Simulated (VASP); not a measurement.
# B8N7 (a cell with a defect) in VASP: notebook, part 2 of 2

VASP 6.6.1.

### Step 5. Single point, LDA

INCAR reads:

```
SYSTEM = B8N7
  PREC = Accurate
  ENCUT = 520
  EDIFF = 1E-6
  ISMEAR = 0
  SIGMA = 0.05
  LREAL = Auto
  LASPH = .True.
  NELM = 100
  ALGO = Normal
  ISIF = 2
  LWAVE = .False.
  LCHARG = .False.
  NBANDS = 42
  NELECT = 56.0
```

KPOINTS reads:

```
regular mesh
0
Gamma
  6 6 6
  0 0 0
```

POSCAR reads:

```
B8N7
1.0
   -1.2613598139     -2.1847392842      4.1742962428
   -1.2613598139     -2.1847392842     -4.1742962428
    5.0454392554      0.0000000000      0.0000000000
B N
8 7
Direct
    0.8331929424      0.8334737243      0.1666666667
    0.8331929424      0.8334737243      0.6666666667
    0.3331929424      0.3334737243      0.1666666667
    0.3331929424      0.3334737243      0.6666666667
    0.4165262757      0.9168070576      0.8333333333
    0.4165262757      0.9168070576      0.3333333333
    0.9165262757      0.4168070576      0.8333333333
    0.9165262757      0.4168070576      0.3333333333
    0.6459737243      0.0206929424      0.6666666667
    0.2060495424      0.5807687606      0.2868183030
    0.1459737243      0.5206929424      0.6666666667
    0.2293070576      0.1040262757      0.8333333333
    0.2293070576      0.1040262757      0.3333333333
    0.7293070576      0.6040262757      0.8333333333
    0.7293070576      0.6040262757      0.3333333333
```

Potentials or basis: VASP PAW LDA potentials, release 64 (B, N).

Command:

```console
> cat potpaw_LDA.64/B/POTCAR potpaw_LDA.64/N/POTCAR > POTCAR
> mpirun -np 1 vasp_std > vasp.out
```

OUTCAR:

```text
SYSTEM = B8N7
   PREC = Accurate
   ENCUT = 520
   EDIFF = 1E-6
   ISMEAR = 0
   LREAL = Auto
   LASPH = .True.
   NELM = 100
   ISIF = 2
   NELECT = 56.0

 ion  position               nearest neighbor table
   1  0.833  0.833  0.167-  13 1.55  15 1.55  14 1.55
   2  0.833  0.833  0.667-  12 1.55  14 1.55  15 1.55   9 1.56
   3  0.333  0.333  0.167-  15 1.55  13 1.55  12 1.55  10 1.65
   4  0.333  0.333  0.667-  14 1.55  12 1.55  13 1.55  11 1.56
   5  0.417  0.917  0.833-  11 1.55   9 1.55  12 1.56
   6  0.417  0.917  0.333-  10 1.38   9 1.55  13 1.56
   7  0.917  0.417  0.833-   9 1.55  11 1.55  14 1.56
   8  0.917  0.417  0.333-  10 1.38  11 1.55  15 1.56
   9  0.646  0.021  0.667-   7 1.55   5 1.55   6 1.55   2 1.56
  10  0.206  0.581  0.287-   6 1.38   8 1.38   3 1.65
  11  0.146  0.521  0.667-   5 1.55   7 1.55   8 1.55   4 1.56
  12  0.229  0.104  0.833-   2 1.55   4 1.55   3 1.55   5 1.56
  13  0.229  0.104  0.333-   1 1.55   3 1.55   4 1.55   6 1.56
  14  0.729  0.604  0.833-   4 1.55   2 1.55   1 1.55   7 1.56
  15  0.729  0.604  0.333-   3 1.55   1 1.55   2 1.55   8 1.56

  LATTYP: Found a face centered orthorhombic cell.
 ALAT       =     5.0454392554
 B/A-ratio  =     1.6546810026
 C/A-ratio  =     1.7320508075

  Lattice vectors:

 A1 = (   3.7840794415,  -2.1847392842,  -4.1742962428)
 A2 = (   2.5227196276,  -4.3694785684,   0.0000000000)
 A3 = (  -1.2613598139,  -2.1847392842,  -4.1742962428)

Analysis of symmetry for initial positions (statically):
=====================================================================
 Subroutine PRICEL returns:
 Original cell was already a primitive cell.

 Routine SETGRP: Setting up the symmetry group for a
 face centered orthorhombic supercell.

 Subroutine GETGRP returns: Found  2 space group operations
 (whereof  1 operations were pure point group operations)
 out of a pool of  8 trial point group operations.

The static configuration has the point symmetry C_1 .
 The point group associated with its full space group is C_1h.

Analysis of symmetry for dynamics (positions and initial velocities):
=====================================================================
 Subroutine PRICEL returns:
 Original cell was already a primitive cell.

 Routine SETGRP: Setting up the symmetry group for a
 face centered orthorhombic supercell.

 Subroutine GETGRP returns: Found  2 space group operations
 (whereof  1 operations were pure point group operations)
 out of a pool of  8 trial point group operations.

The dynamic configuration has the point symmetry C_1 .
 The point group associated with its full space group is C_1h.

 Subroutine INISYM returns: Found  2 space group operations
 (whereof  1 operations are pure point group operations),
 and found     1 'primitive' translations

----------------------------------------------------------------------------------------

                                     Primitive cell

  volume of cell :      92.0263

  direct lattice vectors                    reciprocal lattice vectors
    -1.261359814 -2.184739284  4.174296243     0.000000000 -0.228860260  0.119780670
    -1.261359814 -2.184739284 -4.174296243     0.000000000 -0.228860260 -0.119780670
     5.045439255  0.000000000  0.000000000     0.198198799 -0.114430130  0.000000000

  length of vectors
[... 97 lines left out ...]
   NGXF,Y,Z  is equivalent  to a cutoff of  24.54, 24.54, 26.36 a.u.
 SYSTEM =  B8N7
   PREC   = accura    normal or accurate (medium, high low for compatibility)
   ISTART =      0    job   : 0-new  1-cont  2-samecut
   ICHARG =      2    charge: 1-file 2-atom 10-const
   ISPIN  =      1    spin polarized calculation?
   LNONCOLLINEAR =      F non collinear calculations
   LSORBIT =      F    spin-orbit coupling
   LASPH  =      T    aspherical Exc in radial PAW
   ENCUT  =  520.0 eV  38.22 Ry    6.18 a.u.   9.07  9.07  9.38*2*pi/ulx,y,z
   NELM   =    100;   NELMIN=  2; NELMDL= -5     # of ELM steps
   EDIFF  = 0.1E-05   stopping-criterion for ELM
   LREAL  =      T    real-space projection
   EDIFFG = 0.1E-04   stopping-criterion for IOM
   NSW    =      0    number of steps for IOM
   IBRION =     -1    ionic relax: 0-MD 1-quasi-New 2-CG
   NFREE  =      0    steps in history (QN), initial steepest desc. (CG)
   ISIF   =      2    stress and relaxation
   ISYM   =      2    0-nonsym 1-usesym 2-fastsym
   POTIM  = 0.5000    time-step for ionic-motion
   TEBEG  =    0.0;   TEEND  =   0.0 temperature during run
   PSTRESS=    0.0 pullay stress
   NELECT =      56.0000    total number of electrons
   NUPDOWN=      -1.0000    fix difference up-down
   EMIN   =  10.00;   EMAX   =-10.00  energy-range for DOS
   EFERMI =   0.00;   METHOD = LEGACY
   ISMEAR =     0;   SIGMA  =   0.05  broadening in eV -4-tet -1-fermi 0-gaus
   EFERMI_NEDOS =   21; number of points for ismear=-14 and -15
   IALGO  =     38    algorithm
   IMIX   =      4    mixing-type and parameters
     AMIX     =   0.40;   BMIX     =  1.00
     AMIX_MAG =   1.60;   BMIX_MAG =  1.00
  volume/ion in A,a.u.               =       6.14        41.40
  Fermi-wavevector in a.u.,A,eV,Ry     =   1.387289  2.621596 26.185368  1.924570
  Thomas-Fermi vector in A             =   2.511524
   LORBIT       =      0    0 simple, 1 ext, 2 COOP (PROOUT), +10 PAW based schemes
   GGA     = CA    functional components
   LHFCALC =     F    Hartree Fock is set to
   AEXX    =    0.0000 exact exchange contribution
   IVDW    =     0    specifies the selected vdW correction
   LEPSILON=     F    determine dielectric tensor
   LRPA    =     F    only Hartree local field effects (RPA)
 non-spin polarized calculation
 Gauss-broadening in eV      SIGMA  =   0.05
  energy-cutoff  :      520.00
  volume of cell :       92.03
 maximum number of plane-waves:      2504
   NGX = 19   NGY = 19   NGZ = 19

 number of electron      55.9999998 magnetization

 Free energy of the ion-electron system (eV)
  ---------------------------------------------------
  ext. energy  EPLUGINS =         0.00000000
  ---------------------------------------------------
  free energy    TOTEN  =      -157.43834819 eV

  energy without entropy =     -157.43349573  energy(sigma->0) =     -157.43592196

 E-fermi :   6.1475     XC(G=0): -12.6032

 val. band max:        6.1470650331   @ k =  -0.3333   0.3333  -0.1667
 cond. band min:       6.1613947313   @ k =   0.3333   0.3333   0.1667
 fundamental gap:      0.0143296982
 Fermi energy:         6.1475217986

 k-point     1 :       0.0000    0.0000    0.0000
  band No.  band energies     occupation
      1     -13.0851      2.00000
      2      -9.5862      2.00000
      3      -8.9776      2.00000
      4      -8.6589      2.00000
      5      -7.9782      2.00000
      6      -7.9108      2.00000
[... 1021 lines left out ...]
     39      16.9274      0.00000
     40      17.2616      0.00000

 [... further k-points ...]

 [bands above 40 left out]

------------------------ aborting loop because EDIFF is reached ----------------------------------------

  FORCE on cell =-STRESS in cart. coord.  units (eV):
  Direction    XX          YY          ZZ          XY          YZ          ZX
  --------------------------------------------------------------------------------------
  -------------------------------------------------------------------------------------
  Total      -33.5252725    -29.5762051    -38.7471650      3.4199926     -1.1053812      1.9145766
  in kB     -583.6749249   -514.9216706   -674.5880625     59.5420649    -19.2446843     33.3327739
  external PRESSURE =    -591.0615527 kB  Pullay stress =       0.0000000 kB

 VOLUME and BASIS-vectors are now :
 -----------------------------------------------------------------------------
  energy-cutoff  :      520.00
  volume of cell :       92.03
      direct lattice vectors                 reciprocal lattice vectors
    -1.261359814 -2.184739284  4.174296243     0.000000000 -0.228860260  0.119780670
    -1.261359814 -2.184739284 -4.174296243     0.000000000 -0.228860260 -0.119780670
     5.045439255  0.000000000  0.000000000     0.198198799 -0.114430130  0.000000000

 POSITION                                       TOTAL-FORCE (eV/Angst)
 -----------------------------------------------------------------------------------
     -1.26136     -3.64123     -0.00117        -0.144598      0.083484      3.375569
      1.26136     -3.64123     -0.00117        -0.111014      0.076715      0.365744
      0.00000     -1.45649     -0.00117         1.738697     -1.003837      0.076976
      2.52272     -1.45649     -0.00117        -0.121944      0.057783      0.365744
      2.52272     -2.91299     -2.08832        -1.868433      1.078740     -1.713509
     -0.00000     -2.91299     -2.08832         1.494086     -1.500674     -3.255339
      2.52272     -2.91299      2.08598        -1.835547      1.059753     -2.123936
     -0.00000     -2.91299      2.08598         2.046665     -0.543579     -3.255339
      2.52272     -1.45649      2.61011         1.823152     -2.535914      1.312253
      0.45466     -1.71899     -1.56419        -7.317625      4.224833      3.900900
      2.52272     -1.45649     -1.56419         3.107742     -0.310939      1.312253
      3.78408     -0.72825      0.52296         0.925183     -0.534155      0.166829
      1.26136     -0.72825      0.52296        -0.489878      0.340914     -0.344671
      2.52272     -2.91299      0.52296         1.293692     -0.746913      0.161196
     -0.00000     -2.91299      0.52296        -0.540179      0.253790     -0.344671
 -----------------------------------------------------------------------------------
    total drift:                               -0.000432      0.000245      0.002627

  FREE ENERGIE OF THE ION-ELECTRON SYSTEM (eV)
  ---------------------------------------------------
  free  energy   TOTEN  =      -157.4383481865 eV

  energy  without entropy=     -157.4334957250  energy(sigma->0) =     -157.43592196
```

It took 15 min on 1 thread of Intel Xeon 8259CL, shared host; peak memory 0.29 GiB.

Results:

| Quantity | Value |
| --- | --- |
| Free energy | -157.4383 eV |
| Largest force | 9.307 eV/Å |

Forces in eV/Å, atoms in the order of the input:
```
B   -0.145  0.083  3.376
B   -0.111  0.077  0.366
B    1.739 -1.004  0.077
B   -0.122  0.058  0.366
B   -1.868  1.079 -1.714
B    1.494 -1.501 -3.255
B   -1.836  1.060 -2.124
B    2.047 -0.544 -3.255
N    1.823 -2.536  1.312
N   -7.318  4.225  3.901
N    3.108 -0.311  1.312
N    0.925 -0.534  0.167
N   -0.490  0.341 -0.345
N    1.294 -0.747  0.161
N   -0.540  0.254 -0.345
```

Caveat: the cell carries a net charge on a neutralising background, which shifts energy and pressure; the cell differs from its parent crystal (atoms taken out, atom 10 moved 0.000 of the way to it and +0.525 Å across, host rigid); the cell is charged against a uniform background, so pressure and absolute levels hang on convention.
